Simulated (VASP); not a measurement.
The system is As2CO3.

```
As C O
1.0
     4.11114    0.00000    0.00000
    -2.05557    3.56035    0.00000
     0.00000    0.00000    6.57476
As C O
2 1 3
Direct
  0.66667 0.33333 0.74453
  0.33333 0.66667 0.25547
  0.00000 0.00000 0.00000
  0.00000 0.00000 0.50000
  0.66667 0.33333 0.35334
  0.33333 0.66667 0.64666
```

The cell was generated, and may not be a known phase.

| Property | Result |
| --- | --- |
| Program | VASP 6.6.1 |
| Task | relaxation of cell and atoms |
| Functional | PBE |
| Potentials or basis | VASP PAW PBE potentials, release 64 (As, C, O) |
| Cutoff | 600 eV |
| k mesh | 6 × 6 × 4 |
| Occupations | gaussian, width 0.1 eV |
| Spin | no spin polarisation |

At the start: pressure -23.1 GPa; volume 16.04 Å³/atom.

Q: How do energy, volume and symmetry change on relaxing?

A: Over 22 steps the energy falls by 878.9 meV/atom and the volume is 10.54 Å³/atom (-34.3 %); space group P-3m1 (No. 164, to 0.1 Å) before and after.

Step by step:
| step | energy change (eV) | largest force (eV/Å) | pressure (GPa) | volume (Å³) |
| --- | --- | --- | --- | --- |
| 1 | 0.0000 | 1.7781 | -23.12 | 96.24 |
| 2 | -3.4938 | 0.2916 | -6.65 | 67.46 |
| 3 | -3.5719 | 0.1484 | -0.41 | 64.15 |
| 4 | -3.9305 | 0.0889 | 0.42 | 62.67 |
| 5 | -4.4854 | 0.1686 | 4.58 | 60.21 |
| 6 | -4.1963 | 4.4234 | 35.50 | 54.32 |
| 7 | -4.7443 | 0.6549 | 10.71 | 58.36 |
| 8 | -4.7608 | 1.6810 | 18.17 | 56.77 |
| 9 | -4.8299 | 1.7262 | 17.66 | 56.94 |
| 10 | -4.9433 | 1.8524 | 17.16 | 57.38 |
| 11 | -5.0764 | 1.1912 | 12.48 | 58.27 |
| 12 | -5.2074 | 0.7765 | 1.06 | 60.97 |
| 13 | -5.2097 | 0.6449 | 2.07 | 60.68 |
| 14 | -5.2097 | 0.6131 | 2.32 | 60.62 |
| 15 | -5.2205 | 0.5675 | 1.95 | 60.89 |
| 16 | -5.2457 | 0.4332 | 0.92 | 61.73 |
| 17 | -5.2675 | 0.1750 | -0.66 | 63.42 |
| 18 | -5.2679 | 0.1423 | -0.82 | 63.64 |
| 19 | -5.2701 | 0.1661 | -0.18 | 63.45 |
| 20 | -5.2708 | 0.2004 | 0.39 | 63.28 |
| 21 | -5.2724 | 0.1124 | 0.26 | 63.25 |
| 22 | -5.2732 | 0.0274 | 0.11 | 63.21 |

Final structure:
```cif
data_structure
_symmetry_space_group_name_H-M 'P 1'
_symmetry_Int_Tables_number 1
_cell_length_a 4.0585
_cell_length_b 4.0585
_cell_length_c 4.4314
_cell_angle_alpha 90.000
_cell_angle_beta 90.000
_cell_angle_gamma 120.000
_cell_volume 63.21
loop_
_atom_site_label
_atom_site_type_symbol
_atom_site_fract_x
_atom_site_fract_y
_atom_site_fract_z
_atom_site_occupancy
As1 As 0.66667 0.33333 0.73176 1
As2 As 0.33333 0.66667 0.26824 1
C1 C 0.00000 0.00000 0.00000 1
O1 O 0.00000 0.00000 0.50000 1
O2 O 0.66667 0.33333 0.32548 1
O3 O 0.33333 0.66667 0.67452 1
```

Caveat: the volume moved by over 15 % at a fixed basis, so the end points are rough.
